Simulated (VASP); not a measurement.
# KI (R-3m) in VASP: settings compared, part 2 of 2

VASP 6.6.1. The steps go on from the part before.

**3. Single point, HSE06 (epitaxial 111 strain -4.6%)**

The input, POSCAR:

```
KI
1.0
    0.2249856863      3.6072968856      3.6072968856
    3.6072968856      0.2249856863      3.6072968856
    3.6072968856      3.6072968856      0.2249856863
K I
1 1
Direct
    0.0000000000      0.0000000000      0.0000000000
    0.5000000000      0.5000000000      0.5000000000
```

The input, INCAR.step1:

```
SYSTEM = KI
ALGO = Normal
EDIFF = 1E-5
ENCUT = 520
GGA = PE
ISIF = 2
ISMEAR = 0
LASPH = .TRUE.
LCHARG = .FALSE.
LREAL = .FALSE.
LWAVE = .TRUE.
NBANDS = 15
NELM = 100
PREC = Accurate
SIGMA = 0.01
```

The input, INCAR.step2:

```
SYSTEM = KI
ALGO = Normal
EDIFF = 1E-6
ENCUT = 520
GGA = PE
HFSCREEN = 0.2079
ISIF = 2
ISMEAR = 0
ISTART = 1
LASPH = .TRUE.
LCHARG = .FALSE.
LHFCALC = .TRUE.
LREAL = .FALSE.
LWAVE = .FALSE.
NBANDS = 15
NELM = 100
PREC = Accurate
PRECFOCK = Normal
SIGMA = 0.01
```

The input, KPOINTS:

```
k-points
0
G
  4 4 4
  0 0 0
```

Potentials or basis: VASP PAW PBE potentials, release 64 (K_sv, I).

The run is started by

```sh
$ cat potpaw_PBE.64/K_sv/POTCAR potpaw_PBE.64/I/POTCAR > POTCAR
$ cp INCAR.step1 INCAR
$ mpirun -np 1 vasp_std > vasp.out
$ cp INCAR.step2 INCAR
$ mpirun -np 1 vasp_std > vasp.out
```

OUTCAR:

```text
SYSTEM = KI
   EDIFF = 1E-6
   ENCUT = 520
   GGA = PE
   HFSCREEN = 0.2079
   ISIF = 2
   ISMEAR = 0
   ISTART = 1
   LASPH = .TRUE.
   LHFCALC = .TRUE.
   LREAL = .FALSE.
   NELM = 100
   PREC = Accurate
   PRECFOCK = Normal

 ion  position               nearest neighbor table
   1  0.000  0.000  0.000-   2 3.50   2 3.50   2 3.50   2 3.50   2 3.50   2 3.50
   2  0.500  0.500  0.500-   1 3.50   1 3.50   1 3.50   1 3.50   1 3.50   1 3.50

  LATTYP: Found a trigonal (rhomboedric) cell.
 ALAT       =     5.1064469253
 COS(alpha) =     0.5612779297

  Lattice vectors:

 A1 = (   0.2249856863,   3.6072968856,   3.6072968856)
 A2 = (   3.6072968856,   0.2249856863,   3.6072968856)
 A3 = (   3.6072968856,   3.6072968856,   0.2249856863)

Analysis of symmetry for initial positions (statically):
=====================================================================
 Subroutine PRICEL returns:
 Original cell was already a primitive cell.

 Routine SETGRP: Setting up the symmetry group for a
 trigonal (rhombohedral) supercell.

 Subroutine GETGRP returns: Found 12 space group operations
 (whereof 12 operations were pure point group operations)
 out of a pool of 12 trial point group operations.

The static configuration has the point symmetry D_3d.

Analysis of symmetry for dynamics (positions and initial velocities):
=====================================================================
 Subroutine PRICEL returns:
 Original cell was already a primitive cell.

 Routine SETGRP: Setting up the symmetry group for a
 trigonal (rhombohedral) supercell.

 Subroutine GETGRP returns: Found 12 space group operations
 (whereof 12 operations were pure point group operations)
 out of a pool of 12 trial point group operations.

The dynamic configuration has the point symmetry D_3d.

 Subroutine INISYM returns: Found 12 space group operations
 (whereof 12 operations are pure point group operations),
 and found     1 'primitive' translations

----------------------------------------------------------------------------------------

                                     Primitive cell

  volume of cell :      85.1090

  direct lattice vectors                    reciprocal lattice vectors
     0.224985686  3.607296886  3.607296886    -0.152298482  0.143357341  0.143357341
     3.607296886  0.224985686  3.607296886     0.143357341 -0.152298482  0.143357341
     3.607296886  3.607296886  0.224985686     0.143357341  0.143357341 -0.152298482

  length of vectors
     5.106446925  5.106446925  5.106446925     0.253569481  0.253569481  0.253569481

  position of ions in fractional coordinates (direct lattice)
     0.000000000  0.000000000  0.000000000
     0.500000000  0.500000000  0.500000000

  ion indices of the primitive-cell ions
   primitive index   ion index
                 1           1
                 2           2

----------------------------------------------------------------------------------------

 KPOINTS: k-points

Automatic generation of k-mesh.
 Grid dimensions read from file:
 generate k-points for:    4    4    4

 Generating k-lattice:

  Cartesian coordinates                     Fractional coordinates (reciprocal lattice)
    -0.038074620  0.035839335  0.035839335     0.250000000  0.000000000  0.000000000
     0.035839335 -0.038074620  0.035839335     0.000000000  0.250000000  0.000000000
[... 40 lines left out ...]
   ISPIN  =      1    spin polarized calculation?
   LNONCOLLINEAR =      F non collinear calculations
   LSORBIT =      F    spin-orbit coupling
   LASPH  =      T    aspherical Exc in radial PAW
   ENCUT  =  520.0 eV  38.22 Ry    6.18 a.u.   9.49  9.49  9.49*2*pi/ulx,y,z
   NELM   =    100;   NELMIN=  2; NELMDL=  0     # of ELM steps
   EDIFF  = 0.1E-05   stopping-criterion for ELM
   LREAL  =      F    real-space projection
   EDIFFG = 0.1E-04   stopping-criterion for IOM
   NSW    =      0    number of steps for IOM
   IBRION =     -1    ionic relax: 0-MD 1-quasi-New 2-CG
   NFREE  =      0    steps in history (QN), initial steepest desc. (CG)
   ISIF   =      2    stress and relaxation
   ISYM   =      3    0-nonsym 1-usesym 2-fastsym
   POTIM  = 0.5000    time-step for ionic-motion
   TEBEG  =    0.0;   TEEND  =   0.0 temperature during run
   PSTRESS=    0.0 pullay stress
   NELECT =      16.0000    total number of electrons
   NUPDOWN=      -1.0000    fix difference up-down
   EMIN   =  10.00;   EMAX   =-10.00  energy-range for DOS
   EFERMI =   0.00;   METHOD = LEGACY
   ISMEAR =     0;   SIGMA  =   0.01  broadening in eV -4-tet -1-fermi 0-gaus
   EFERMI_NEDOS =   21; number of points for ismear=-14 and -15
   IALGO  =     38    algorithm
   IMIX   =      1    mixing-type and parameters
     AMIX     =   0.40;   BMIX     =  1.00
     AMIX_MAG =   1.60;   BMIX_MAG =  1.00
  volume/ion in A,a.u.               =      42.55       287.17
  Fermi-wavevector in a.u.,A,eV,Ry     =   0.937828  1.772237 11.966603  0.879521
  Thomas-Fermi vector in A             =   2.064978
   LORBIT       =      0    0 simple, 1 ext, 2 COOP (PROOUT), +10 PAW based schemes
   GGA     = PE    functional components
   LHFCALC =     T    Hartree Fock is set to
   PRECFOCK=normal    Normal, Fast or Accurate (Low or Medium for compatibility)
   ENCUT4O =  -1.0   cutoff for four orbital integrals eV
   NKREDX  =     1    reduce k-point grid by
   NKREDY  =     1    reduce k-point grid by
   NKREDZ  =     1    reduce k-point grid by
   AEXX    =    0.2500 exact exchange contribution
   HFSCREEN=    0.2079 screening length (either q_TF or 0.3 A-1)
   HFSCREENC=   0.2079 screening length for correlation (either q_TF or 0.3 A-1)
   ENCUTFOCK=  -1.0 apply spherical cutoff to Coloumb kernel
   IVDW    =     0    specifies the selected vdW correction
   LEPSILON=     F    determine dielectric tensor
   LRPA    =     F    only Hartree local field effects (RPA)
 non-spin polarized calculation
 Gauss-broadening in eV      SIGMA  =   0.01
  energy-cutoff  :      520.00
  volume of cell :       85.11
 maximum number of plane-waves:      2302
 NGX is ok and might be reduce to    40
  NGX = 30; NGY = 30; NGZ = 30

 number of electron      16.0000000 magnetization

 Free energy of the ion-electron system (eV)
  ---------------------------------------------------
  ext. energy  EPLUGINS =         0.00000000
  ---------------------------------------------------
  free energy    TOTEN  =        -6.37395426 eV

  energy without entropy =       -6.37395426  energy(sigma->0) =       -6.37395426

 E-fermi :  -0.6866     XC(G=0):  -6.1560

 val. band max:       -0.8304665419   @ k =   0.0000   0.0000   0.0000
 cond. band min:       4.0543610397   @ k =   0.0000   0.0000   0.0000
 fundamental gap:      4.8848275817
 Fermi energy:        -0.6866333489

 k-point     1 :       0.0000    0.0000    0.0000
  band No.  band energies     occupation
      1     -31.7457      2.00000
      2     -13.8844      2.00000
      3     -13.8844      2.00000
      4     -13.8761      2.00000
      5     -12.3930      2.00000
      6      -1.1274      2.00000
      7      -0.8305      2.00000
      8      -0.8305      2.00000
      9       4.0544      0.00000
     10       6.2582      0.00000
     11       6.9457      0.00000
     12       6.9457      0.00000
     13       7.5812      0.00000
     14       7.5812      0.00000
[... 203 lines left out ...]
      2     -14.0754      2.00000
      3     -13.8840      2.00000
      4     -13.8840      2.00000
      5     -12.0443      2.00000
      6      -2.4509      2.00000
      7      -1.1230      2.00000
      8      -1.1230      2.00000
      9       5.7109      0.00000
     10       7.7371      0.00000
     11       8.6764      0.00000
     12       8.6764      0.00000
     13       9.0606      0.00000
     14       9.0606      0.00000
     15       9.7455      0.00000

------------------------ aborting loop because EDIFF is reached ----------------------------------------

  FORCE on cell =-STRESS in cart. coord.  units (eV):
  Direction    XX          YY          ZZ          XY          YZ          ZX
  --------------------------------------------------------------------------------------
  -------------------------------------------------------------------------------------
  Total        0.4606230      0.4606230      0.4606230     -0.1506440     -0.1506440     -0.1506440
  in kB        8.6712294      8.6712294      8.6712294     -2.8358739     -2.8358739     -2.8358739
  external PRESSURE =       8.6712294 kB  Pullay stress =       0.0000000 kB

 VOLUME and BASIS-vectors are now :
 -----------------------------------------------------------------------------
  energy-cutoff  :      520.00
  volume of cell :       85.11
      direct lattice vectors                 reciprocal lattice vectors
     0.224985686  3.607296886  3.607296886    -0.152298482  0.143357341  0.143357341
     3.607296886  0.224985686  3.607296886     0.143357341 -0.152298482  0.143357341
     3.607296886  3.607296886  0.224985686     0.143357341  0.143357341 -0.152298482

 POSITION                                       TOTAL-FORCE (eV/Angst)
 -----------------------------------------------------------------------------------
      0.00000      0.00000      0.00000        -0.000000      0.000000     -0.000000
      3.71979      3.71979      3.71979         0.000000     -0.000000      0.000000
 -----------------------------------------------------------------------------------
    total drift:                               -0.000000     -0.000000     -0.000000

  FREE ENERGIE OF THE ION-ELECTRON SYSTEM (eV)
  ---------------------------------------------------
  free  energy   TOTEN  =        -6.3739542559 eV

  energy  without entropy=       -6.3739542559  energy(sigma->0) =       -6.37395426
```

It took 19 min on 1 thread of Intel Xeon Platinum 8488C (Sapphire Rapids), shared host; peak memory 0.35 GiB.

Results:

- Free energy: -6.3740 eV
- Pressure: 0.9 GPa
- Band gap on the k mesh: 4.88 eV, direct

Stress tensor (GPa, compression positive):
```
 0.87 -0.28 -0.28
-0.28  0.87 -0.28
-0.28 -0.28  0.87
```

Caveat: the cell differs from its parent crystal (epitaxial 111 strain -4.6%); the PAW data sets were made with another functional, which shifts forces and pressure a little; spin-orbit coupling is left out, which moves the levels of the heavy elements.
